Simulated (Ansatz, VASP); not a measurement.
RbBr: VASP beside Ansatz

```
Rb Br
1.0
     4.84722    0.00000    0.00000
     0.00000    6.85500    0.00000
     0.00000    0.00000   14.00000
Rb Br
1 1
Direct
  0.00000 0.00000 0.50000
  0.00000 0.50000 0.50000
```

Alike in both runs: task single point; functional PBE; k mesh 4 × 4 × 1; occupations gaussian, width 0.1 eV; no spin polarisation.

|  | VASP | Ansatz |
| --- | --- | --- |
| version | VASP 6.6.1 | Ansatz 0.2.0 |
| potentials or method | VASP PAW PBE potentials, release 64 (Rb_sv, Br), cutoff 520 eV | scalar-relativistic, plane waves, PAW |
| valence electrons in the cell | 16 | 16 |

```tsv
	VASP	Ansatz	Ansatz less VASP
gap on the k mesh at the Fermi level (eV)	2.51	2.51	+0.002
least direct gap on the mesh (eV)	2.51	2.51	+0.002
```

Ansatz's warnings: slab cell height set.
